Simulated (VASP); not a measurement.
# LaBe (Pm-3m) in VASP: notebook, part 3 of 3

VASP 6.6.1. The steps go on from the part before.

### 6 Relaxation of cell and atoms, LDA

This run uses another cell than the first one, of 20.53 Å³/atom, 0.953 times its volume.

INCAR

```
SYSTEM = LaBe
PREC = Accurate
ENCUT = 600
EDIFF = 1E-6
ISMEAR = 0
SIGMA = 0.1
LREAL = .False.
LASPH = .True.
NELM = 80
ALGO = Normal
ISIF = 3
LWAVE = .False.
LCHARG = .False.
GGA = CA
IBRION = 2
NSW = 60
EDIFFG = -0.02
```

KPOINTS

```
regular mesh
0
Gamma
  6 6 6
  0 0 0
```

POSCAR

```
LaBe
1.0
    3.4500000000      0.0000000000      0.0000000000
    0.0000000000      3.4500000000      0.0000000000
    0.0000000000      0.0000000000      3.4500000000
La Be
1 1
Direct
    0.0000000000      0.0000000000      0.0000000000
    0.5000000000      0.5000000000      0.5000000000
```

Potentials or basis: VASP PAW LDA potentials, release 64 (La, Be).

Launch:

```console
cat potpaw_LDA.64/La/POTCAR potpaw_LDA.64/Be/POTCAR > POTCAR
mpirun -np 1 vasp_std > vasp.out
```

OUTCAR:

```text
SYSTEM = LaBe
   PREC = Accurate
   ENCUT = 600
   EDIFF = 1E-6
   ISMEAR = 0
   LREAL = .False.
   LASPH = .True.
   NELM = 80
   ISIF = 3
   GGA = CA
   IBRION = 2
   NSW = 60
   EDIFFG = -0.02

 ion  position               nearest neighbor table
   1  0.000  0.000  0.000-   2 2.99   2 2.99   2 2.99   2 2.99   2 2.99   2 2.99   2 2.99   2 2.99

   2  0.500  0.500  0.500-   1 2.99   1 2.99   1 2.99   1 2.99   1 2.99   1 2.99   1 2.99   1 2.99

  LATTYP: Found a simple cubic cell.
 ALAT       =     3.4500000000

  Lattice vectors:

 A1 = (   3.4500000000,   0.0000000000,   0.0000000000)
 A2 = (   0.0000000000,   3.4500000000,   0.0000000000)
 A3 = (   0.0000000000,   0.0000000000,   3.4500000000)

Analysis of symmetry for initial positions (statically):
=====================================================================
 Subroutine PRICEL returns:
 Original cell was already a primitive cell.

 Routine SETGRP: Setting up the symmetry group for a
 simple cubic supercell.

 Subroutine GETGRP returns: Found 48 space group operations
 (whereof 48 operations were pure point group operations)
 out of a pool of 48 trial point group operations.
[... 151 lines left out ...]

 number of electron      13.0000001 magnetization

 Free energy of the ion-electron system (eV)
  ---------------------------------------------------
  ext. energy  EPLUGINS =         0.00000000
  ---------------------------------------------------
  free energy    TOTEN  =        -9.22339341 eV

  energy without entropy =       -9.21442786  energy(sigma->0) =       -9.21891064

------------------------ aborting loop because EDIFF is reached ----------------------------------------

  FORCE on cell =-STRESS in cart. coord.  units (eV):
  Direction    XX          YY          ZZ          XY          YZ          ZX
  --------------------------------------------------------------------------------------
  -------------------------------------------------------------------------------------
  Total        0.7408670      0.7408670      0.7408670     -0.0000000     -0.0000000      0.0000000
  in kB       28.9063711     28.9063711     28.9063711     -0.0000000     -0.0000000      0.0000000
  external PRESSURE =      28.9063711 kB  Pullay stress =       0.0000000 kB
[... 59 lines left out ...]
--------------------------------------- Ionic step        3  -------------------------------------------

 number of electron      12.9999999 magnetization

 Free energy of the ion-electron system (eV)
  ---------------------------------------------------
  ext. energy  EPLUGINS =         0.00000000
  ---------------------------------------------------
  free energy    TOTEN  =        -9.24131493 eV

  energy without entropy =       -9.23291608  energy(sigma->0) =       -9.23711550

 E-fermi :   7.4481     XC(G=0): -10.1906

 val. band max:        7.3913368694   @ k =   0.3333   0.1667   0.1667
 cond. band min:       7.5149966141   @ k =   0.3333   0.0000   0.0000
 fundamental gap:      0.1236597447
 Fermi energy:         7.4481253450

 k-point     1 :       0.0000    0.0000    0.0000
  band No.  band energies     occupation
      1     -24.6845      2.00000
      2      -7.8335      2.00000
      3      -7.8335      2.00000
      4      -7.8335      2.00000
      5       2.5094      2.00000
      6       6.8885      2.00000
      7       6.8885      2.00000
      8       9.5718      0.00000
      9       9.5718      0.00000
     10       9.5718      0.00000
[... 274 lines left out ...]
  FREE ENERGIE OF THE ION-ELECTRON SYSTEM (eV)
  ---------------------------------------------------
  free  energy   TOTEN  =        -9.2413149262 eV

  energy  without entropy=       -9.2329160806  energy(sigma->0) =       -9.23711550

 reached required accuracy - stopping structural energy minimisation
```

OSZICAR:

```text
N       E                     dE             d eps       ncg     rms          rms(c)
DAV:   1     0.108620311009E+03    0.10862E+03   -0.48746E+03   400   0.186E+03
DAV:   2    -0.152110075942E+01   -0.11014E+03   -0.10935E+03   600   0.232E+02
DAV:   3    -0.866707799663E+01   -0.71460E+01   -0.70675E+01   534   0.944E+01
[... 21 lines left out ...]
DAV:   2    -0.924148046962E+01    0.13750E-02   -0.49582E-03   662   0.981E-01    0.671E-02
DAV:   3    -0.924131471648E+01    0.16575E-03   -0.97727E-04   728   0.358E-01    0.176E-02
DAV:   4    -0.924131222637E+01    0.24901E-05   -0.83130E-05   654   0.926E-02    0.935E-03
DAV:   5    -0.924131461612E+01   -0.23897E-05   -0.25526E-05   730   0.514E-02    0.865E-03
DAV:   6    -0.924131492617E+01   -0.31005E-06   -0.31705E-06   648   0.216E-02
   3 F= -.92413149E+01 E0= -.92371155E+01  d E =-.179215E-01
```

CONTCAR:

```text
LaBe
   1.00000000000000
     3.5066024378747875    0.0000000000000000    0.0000000000000000
    -0.0000000000000000    3.5066024378747875    0.0000000000000000
     0.0000000000000000   -0.0000000000000000    3.5066024378747875
  La              Be
     1     1
Direct
     0.0000000000000000    0.0000000000000000    0.0000000000000000
     0.5000000000000000    0.5000000000000000    0.5000000000000000

  0.00000000E+00  0.00000000E+00  0.00000000E+00
  0.00000000E+00  0.00000000E+00  0.00000000E+00
```

Run time: 18 s. Hardware: 1 thread of Intel Xeon Platinum 8488C (Sapphire Rapids), shared host; peak memory 0.16 GiB.

What came out:

```
Free energy                            : -9.2413 eV
Relaxed volume                         : 21.56 Å³/atom
Relaxed cell                           : a = 3.507 Å, b = 3.507 Å, c = 3.507 Å, α = 90.00°, β = 90.00°, γ = 90.00°
Space group after relaxing (to 0.05 Å) : Pm-3m (No. 221)
Energy gained by relaxing              : 9.0 meV/atom
Ionic steps                            : 3
Pressure after relaxing                : 0.0 GPa
```

Step by step:
| step | energy change (eV) | largest force (eV/Å) | pressure (GPa) | volume (Å³) |
| --- | --- | --- | --- | --- |
| 1 | 0.0000 | 0.0000 | 2.89 | 41.06 |
| 2 | -0.0178 | 0.0000 | -0.23 | 43.30 |
| 3 | -0.0179 | 0.0000 | 0.03 | 43.12 |

Final structure:
```
La Be
1.0
     3.50660    0.00000    0.00000
     0.00000    3.50660    0.00000
     0.00000    0.00000    3.50660
La Be
1 1
Direct
  0.00000 0.00000 0.00000
  0.50000 0.50000 0.50000
```

Levels at points of the mesh, in eV from the Fermi level:
```csv
k point,band 4,band 5,band 6,band 7,band 8,band 9,band 10
"(0.00, 0.00, 0.00)",-15.28,-4.94,-0.56,-0.56,2.12,2.12,2.12
"(0.50, 0.00, 0.00)",-15.12,-2.36,-1.49,0.37,1.28,1.28,1.90
"(0.50, 0.50, 0.00)",-14.99,-3.63,0.64,0.76,0.76,2.02,2.46
"(0.50, 0.50, 0.50)",-16.22,-2.39,-2.39,-2.39,-0.12,2.49,2.49
```

Caveat: spin-orbit coupling is left out, which moves the levels of the heavy elements.

### 7 Relaxation of cell and atoms, LDA

INCAR

```
PREC     = Accurate       # precision mode
ENCUT    = 600            # plane-wave cutoff, eV
EDIFF    = 1E-6           # SCF threshold, eV
ISMEAR   = 0              # smearing method
SIGMA    = 0.1            # smearing width, eV
LREAL    = F              # projectors in reciprocal space
LASPH    = T              # aspherical terms in the spheres
NELM     = 100            # most SCF steps
ALGO     = Normal         # electronic algorithm
ISIF     = 3              # what is computed and relaxed
LWAVE    = F              # write WAVECAR
LCHARG   = F              # write CHGCAR
GGA      = CA             # functional
IBRION   = 2              # ionic algorithm
NSW      = 60             # ionic steps
EDIFFG   = -0.02          # ionic threshold
```

KPOINTS

```
regular mesh
0
Gamma
  6 6 6
```

POSCAR

```
LaBe
1.0
    3.5061439127      0.0000000000      0.0000000000
    0.0000000000      3.5061439127      0.0000000000
    0.0000000000      0.0000000000      3.5061439127
La Be
1 1
Direct
    0.0000000000      0.0000000000      0.0000000000
    0.5000000000      0.5000000000      0.5000000000
```

Launch:

```console
cat potpaw_LDA.64/La/POTCAR potpaw_LDA.64/Be/POTCAR > POTCAR
mpirun -np 1 vasp_std > vasp.out
```

Run time: 7.6 s. Hardware: 1 thread of Intel Xeon Platinum 8488C (Sapphire Rapids), shared host; peak memory 0.16 GiB.

It converged, with:

```yaml
Free_energy: -9.2414 eV
Pressure_after_relaxing: 0.0 GPa
```

Final structure:
```yaml
crystal:
  lattice:
    - [3.50614, 0.00000, 0.00000]
    - [0.00000, 3.50614, 0.00000]
    - [0.00000, 0.00000, 3.50614]
  atoms:
    - { symbol: La, position: [0.00000, 0.00000, 0.00000] }
    - { symbol: Be, position: [0.50000, 0.50000, 0.50000] }
```

Levels at points of the mesh, in eV from the Fermi level:
```tsv
k point	band 3	band 4	band 5	band 6	band 7	band 8	band 9	band 10
(0.00, 0.00, 0.00)	-15.28	-15.28	-4.94	-0.56	-0.56	2.13	2.13	2.13
(0.50, 0.00, 0.00)	-15.12	-15.12	-2.36	-1.49	0.37	1.28	1.28	1.90
(0.50, 0.50, 0.00)	-16.45	-14.99	-3.63	0.65	0.76	0.76	2.02	2.46
(0.50, 0.50, 0.50)	-16.22	-16.22	-2.39	-2.39	-2.39	-0.12	2.50	2.50
```

Caveat: the relaxation stopped at its first step, so nothing moved; spin-orbit coupling is left out, which moves the levels of the heavy elements.

### 8 Summary

```csv
task,cell,cutoff (eV),gap on the mesh (eV),pressure (GPa)
single point,"a = 3.506 Å, 2 atoms",520,none,0.0
single point,"a = 3.494 Å, 2 atoms",520,none,0.6
single point,"a = 3.518 Å, 2 atoms",520,none,-0.5
relaxation of cell and atoms,"relaxed from a = 3.450 Å, 2 atoms",600,none,0.0
relaxation of cell and atoms,"relaxed from a = 3.506 Å, 2 atoms",600,none,0.0
```

Alike in all rows: level LDA; potentials or basis VASP PAW LDA potentials, release 64 (La, Be); no spin polarisation; k mesh 6 × 6 × 6; smearing gaussian 0.1 eV.

Caveats: spin-orbit coupling is left out, which moves the levels of the heavy elements; the relaxation stopped at its first step, so nothing moved (some runs).

Total energies depend on the potentials used, so only differences within one code and one set of settings carry meaning.
